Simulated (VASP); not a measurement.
# LiSi8O16 (a cell with a defect) in VASP: notebook, part 2 of 2

VASP 6.6.1. The steps go on from the part before.

## Step 4: Single point, PBE

INCAR

```
PREC = Accurate ; ENCUT = 520
EDIFF = 1E-6 ; ISMEAR = 0
SIGMA = 0.02 ; LREAL = Auto
LASPH = T ; NELM = 60
ALGO = Normal ; ISIF = 2
LWAVE = F ; LCHARG = F
GGA = PE ; NBANDS = 84
NELECT = 130.0
```

KPOINTS

```
Automatic mesh
0
Gamma
  2 2 2
```

POSCAR

```
LiSi8O16
1.0
   -4.1337000000     -4.1337000000      0.0000000000
    4.1337000000     -4.1337000000      0.0000000000
    0.0000000000      0.0000000000      5.3034000000
Si O Li
8 16 1
Direct
    0.4988772770      0.4964426543      0.0060696911
    0.0014808767      0.5016463459      0.2523096504
    0.5140997170      0.5138841716      0.5013019949
   -0.0081955633      0.5113283499      0.7591094392
    0.0017531509      0.0040508503      0.0060696911
    0.4991494303     -0.0011529622      0.2523096504
   -0.0134691681     -0.0133910298      0.5013018064
    0.5088262332     -0.0108350872      0.7591096278
    0.1950097975      0.4998480780      0.0013947656
    0.0077781406      0.1956444590      0.2618778519
    0.8025636839      0.4933789341      0.0076132292
   -0.0030050560      0.8035658127      0.2492005129
    0.1962587996      0.5205549508      0.5061654787
   -0.0022945545      0.1969051939      0.7501689482
    0.8077510463      0.5033694995      0.5028856960
   -0.0080521083      0.8071338026      0.7587764453
    0.6980668650      0.0071149334      0.0076134178
    0.5036356049      0.6969275709      0.2492005129
    0.3056207514      0.0006453057      0.0013947656
    0.4928527711      0.3048490456      0.2618778519
    0.6928795026     -0.0028753901      0.5028858845
    0.5086826572      0.6933595810      0.7587764453
    0.3043717493     -0.0200615671      0.5061656673
    0.5029248615      0.3035881898      0.7501689482
    0.2503152140      0.2502465104      0.5899000641
```

Potentials or basis: VASP PAW PBE potentials, release 64 (Si, O, Li_sv).

Launch:

```bash
$ cat potpaw_PBE.64/Si/POTCAR potpaw_PBE.64/O/POTCAR potpaw_PBE.64/Li_sv/POTCAR > POTCAR
$ mpirun -np 1 vasp_std > vasp.out
```

OUTCAR:

```text
PREC = Accurate
   ENCUT = 520
   EDIFF = 1E-6
   ISMEAR = 0
   LREAL = Auto
   LASPH = T
   NELM = 60
   ISIF = 2
   GGA = PE
   NELECT = 130.0

 ion  position               nearest neighbor table
   1  0.499  0.496  0.006-  18 1.74  22 1.75  20 1.76  24 1.76  11 1.78   9 1.78   3 2.63   3 2.68

   2  0.001  0.502  0.252-  11 1.74  15 1.75   9 1.75  12 1.77  13 1.77  10 1.79   4 2.62   4 2.69
                            25 2.74   7 3.13   3 3.14
   3  0.514  0.514  0.501-  18 1.71  15 1.72  22 1.72  20 1.77  24 1.80  13 1.86  25 2.23   1 2.63
                             1 2.68   8 3.10   4 3.11   6 3.13   2 3.14
   4  0.992  0.511  0.759-  11 1.72  16 1.73  15 1.73   9 1.75  13 1.80  14 1.84  25 2.33   2 2.62
                             2 2.69   7 3.10   3 3.11
   5  0.002  0.004  0.006-  12 1.74  16 1.75  10 1.76  14 1.76  17 1.78  19 1.78   7 2.63   7 2.68

   6  0.499  0.999  0.252-  17 1.74  21 1.75  19 1.75  18 1.77  23 1.77  20 1.79   8 2.62   8 2.69
                            25 2.74   3 3.13   7 3.14
   7  0.987  0.987  0.501-  12 1.71  21 1.72  16 1.72  10 1.77  14 1.80  23 1.86  25 2.23   5 2.63
                             5 2.68   4 3.10   8 3.11   2 3.13   6 3.14
   8  0.509  0.989  0.759-  17 1.72  22 1.73  21 1.73  19 1.75  23 1.80  24 1.84  25 2.33   6 2.62
                             6 2.69   3 3.10   7 3.11
   9  0.195  0.500  0.001-   2 1.75   4 1.75   1 1.78
  10  0.008  0.196  0.262-   5 1.76   7 1.77   2 1.79  25 2.27
  11  0.803  0.493  0.008-   4 1.72   2 1.74   1 1.78
  12  0.997  0.804  0.249-   7 1.71   5 1.74   2 1.77
  13  0.196  0.521  0.506-  25 1.67   2 1.77   4 1.80   3 1.86
  14  0.998  0.197  0.750-  25 1.73   5 1.76   7 1.80   4 1.84
  15  0.808  0.503  0.503-   3 1.72   4 1.73   2 1.75
  16  0.992  0.807  0.759-   7 1.72   4 1.73   5 1.75
  17  0.698  0.007  0.008-   8 1.72   6 1.74   5 1.78
  18  0.504  0.697  0.249-   3 1.71   1 1.74   6 1.77
  19  0.306  0.001  0.001-   6 1.75   8 1.75   5 1.78
  20  0.493  0.305  0.262-   1 1.76   3 1.77   6 1.79  25 2.27
  21  0.693  0.997  0.503-   7 1.72   8 1.73   6 1.75
  22  0.509  0.693  0.759-   3 1.72   8 1.73   1 1.75
  23  0.304  0.980  0.506-  25 1.67   6 1.77   8 1.80   7 1.86
  24  0.503  0.304  0.750-  25 1.73   1 1.76   3 1.80   8 1.84
  25  0.250  0.250  0.590-  23 1.67  13 1.67  24 1.73  14 1.73   7 2.23   3 2.23  10 2.27  20 2.27
                             4 2.33   8 2.33   6 2.74   2 2.74

  LATTYP: Found a simple tetragonal cell.
 ALAT       =     5.8459346028
 C/A-ratio  =     0.9071945481

  Lattice vectors:

 A1 = (  -4.1337000000,  -4.1337000000,   0.0000000000)
 A2 = (   4.1337000000,  -4.1337000000,   0.0000000000)
 A3 = (   0.0000000000,   0.0000000000,   5.3034000000)

Analysis of symmetry for initial positions (statically):
=====================================================================
 Subroutine PRICEL returns:
 Original cell was already a primitive cell.

 Routine SETGRP: Setting up the symmetry group for a
 simple tetragonal supercell.

 Subroutine GETGRP returns: Found  2 space group operations
 (whereof  1 operations were pure point group operations)
 out of a pool of 16 trial point group operations.

The static configuration has the point symmetry C_1 .
 The point group associated with its full space group is C_2 .

Analysis of symmetry for dynamics (positions and initial velocities):
=====================================================================
 Subroutine PRICEL returns:
 Original cell was already a primitive cell.

 Routine SETGRP: Setting up the symmetry group for a
 simple tetragonal supercell.

[... 118 lines left out ...]
   total plane-waves  NPLWV =  92160
   dimension x,y,z NGX =    48 NGY =   48 NGZ =   40
   dimension x,y,z NGXF=    96 NGYF=   96 NGZF=   80
   ions per type =               8  16   1
   NGX,Y,Z   is equivalent  to a cutoff of  13.65, 13.65, 12.54 a.u.
   NGXF,Y,Z  is equivalent  to a cutoff of  27.30, 27.30, 25.08 a.u.
 SYSTEM =  unknown system
   PREC   = accura    normal or accurate (medium, high low for compatibility)
   ISTART =      0    job   : 0-new  1-cont  2-samecut
   ICHARG =      2    charge: 1-file 2-atom 10-const
   ISPIN  =      1    spin polarized calculation?
   LNONCOLLINEAR =      F non collinear calculations
   LSORBIT =      F    spin-orbit coupling
   LASPH  =      T    aspherical Exc in radial PAW
   ENCUT  =  520.0 eV  38.22 Ry    6.18 a.u.  10.87 10.87  9.86*2*pi/ulx,y,z
   NELM   =     60;   NELMIN=  2; NELMDL= -5     # of ELM steps
   EDIFF  = 0.1E-05   stopping-criterion for ELM
   LREAL  =      T    real-space projection
   EDIFFG = 0.1E-04   stopping-criterion for IOM
   NSW    =      0    number of steps for IOM
   IBRION =     -1    ionic relax: 0-MD 1-quasi-New 2-CG
   NFREE  =      0    steps in history (QN), initial steepest desc. (CG)
   ISIF   =      2    stress and relaxation
   ISYM   =      2    0-nonsym 1-usesym 2-fastsym
   POTIM  = 0.5000    time-step for ionic-motion
   TEBEG  =    0.0;   TEEND  =   0.0 temperature during run
   PSTRESS=    0.0 pullay stress
   NELECT =     130.0000    total number of electrons
   NUPDOWN=      -1.0000    fix difference up-down
   EMIN   =  10.00;   EMAX   =-10.00  energy-range for DOS
   EFERMI =   0.00;   METHOD = LEGACY
   ISMEAR =     0;   SIGMA  =   0.02  broadening in eV -4-tet -1-fermi 0-gaus
   EFERMI_NEDOS =   21; number of points for ismear=-14 and -15
   IALGO  =     38    algorithm
   IMIX   =      4    mixing-type and parameters
     AMIX     =   0.40;   BMIX     =  1.00
     AMIX_MAG =   1.60;   BMIX_MAG =  1.00
  volume/ion in A,a.u.               =       7.25        48.92
  Fermi-wavevector in a.u.,A,eV,Ry     =   1.465442  2.769283 29.218771  2.147519
  Thomas-Fermi vector in A             =   2.581298
   LORBIT       =      0    0 simple, 1 ext, 2 COOP (PROOUT), +10 PAW based schemes
   GGA     = PE    functional components
   LHFCALC =     F    Hartree Fock is set to
   AEXX    =    0.0000 exact exchange contribution
   IVDW    =     0    specifies the selected vdW correction
   LEPSILON=     F    determine dielectric tensor
   LRPA    =     F    only Hartree local field effects (RPA)
 non-spin polarized calculation
 Gauss-broadening in eV      SIGMA  =   0.02
  energy-cutoff  :      520.00
  volume of cell :      181.24
 maximum number of plane-waves:      4912
 NGX is ok and might be reduce to    48
   NGX = 21   NGY = 21   NGZ = 19

 number of electron     129.9999981 magnetization

 Free energy of the ion-electron system (eV)
  ---------------------------------------------------
  ext. energy  EPLUGINS =         0.00000000
  ---------------------------------------------------
  free energy    TOTEN  =      -196.13170412 eV

  energy without entropy =     -196.13170412  energy(sigma->0) =     -196.13170412

 E-fermi :   8.9212     XC(G=0): -12.4916

 val. band max:        8.7873885584   @ k =   0.0000   0.0000   0.0000
 cond. band min:      14.8878883347   @ k =   0.0000   0.0000   0.0000
 fundamental gap:      6.1004997763
 Fermi energy:         8.9211917983

 k-point     1 :       0.0000    0.0000    0.0000
  band No.  band energies     occupation
      1     -34.7261      2.00000
      2     -13.9360      2.00000
      3     -12.1554      2.00000
      4     -12.1430      2.00000
      5     -11.2159      2.00000
      6     -11.1838      2.00000
[... 629 lines left out ...]
     76      19.5060      0.00000
     77      19.5567      0.00000
 [bands above 77 left out]

------------------------ aborting loop because EDIFF is reached ----------------------------------------

  FORCE on cell =-STRESS in cart. coord.  units (eV):
  Direction    XX          YY          ZZ          XY          YZ          ZX
  --------------------------------------------------------------------------------------
  -------------------------------------------------------------------------------------
  Total       21.1304703     17.6224839     15.2670882     -1.5388407      0.0000000      0.0000000
  in kB      186.7916490    155.7813328    134.9598253    -13.6032271      0.0000000      0.0000000
  external PRESSURE =     159.1776024 kB  Pullay stress =       0.0000000 kB

 VOLUME and BASIS-vectors are now :
 -----------------------------------------------------------------------------
  energy-cutoff  :      520.00
  volume of cell :      181.24
      direct lattice vectors                 reciprocal lattice vectors
    -4.133700000 -4.133700000  0.000000000    -0.120957012 -0.120957012  0.000000000
     4.133700000 -4.133700000  0.000000000     0.120957012 -0.120957012  0.000000000
     0.000000000  0.000000000  5.303400000     0.000000000  0.000000000  0.188558283

 POSITION                                       TOTAL-FORCE (eV/Angst)
 -----------------------------------------------------------------------------------
     -0.01006     -4.11435      0.03219        -0.016881      0.003363     -0.002479
      2.06753     -2.07978      1.33810         0.020853     -0.021821      0.013580
     -0.00089     -4.24938      2.65860         0.028489     -0.025529      0.008323
     -1.98614     -6.21350      4.02586        -0.000569      0.010022      0.010693
      0.00950     -0.02399      0.03219         0.016881     -0.003363     -0.002479
      2.06560     -6.19227      1.33810        -0.020853      0.021821      0.013580
[... 17 lines left out ...]
     -0.82400     -3.33388      3.97845         0.010651      0.020872      0.018305
     -0.00028     -2.06917      3.12848         0.000000     -0.000000     -0.224888
 -----------------------------------------------------------------------------------
    total drift:                               -0.015133      0.025631      0.000040

  FREE ENERGIE OF THE ION-ELECTRON SYSTEM (eV)
  ---------------------------------------------------
  free  energy   TOTEN  =      -196.1317041154 eV

  energy  without entropy=     -196.1317041154  energy(sigma->0) =     -196.13170412
```

Run time: 5.9 min. Hardware: 1 thread of Oxide Virtual Turin-like, shared host; peak memory 0.29 GiB.

What came out:

- Free energy: -196.1317 eV
- Largest force: 0.225 eV/Å

Forces on the atoms (eV/Å):
```
Si  -0.017  0.003 -0.002
Si   0.021 -0.022  0.014
Si   0.028 -0.026  0.008
Si  -0.001  0.010  0.011
Si   0.017 -0.003 -0.002
Si  -0.021  0.022  0.014
Si  -0.028  0.026  0.008
Si   0.001 -0.010  0.011
O    0.004 -0.025  0.022
O   -0.009 -0.028  0.018
O   -0.014  0.033  0.014
O    0.021  0.032 -0.013
O    0.078 -0.077 -0.014
O   -0.011 -0.021  0.018
O   -0.013  0.023  0.012
O   -0.007  0.023  0.025
O    0.014 -0.033  0.014
O   -0.021 -0.032 -0.013
O   -0.004  0.025  0.022
O    0.009  0.028  0.018
O    0.013 -0.023  0.012
O    0.007 -0.023  0.025
O   -0.078  0.077 -0.014
O    0.011  0.021  0.018
Li   0.000  0.000 -0.225
```

Caveat: the k points lie up to 0.59 Å⁻¹ apart; the cell carries a net charge on a neutralising background, which shifts energy and pressure; the cell is charged against a uniform background, so pressure and absolute levels hang on convention; the cutoff is under 1.25 times the usual one of these potentials, so pressure, stress and relaxed cells hold a basis-set (Pulay) error.
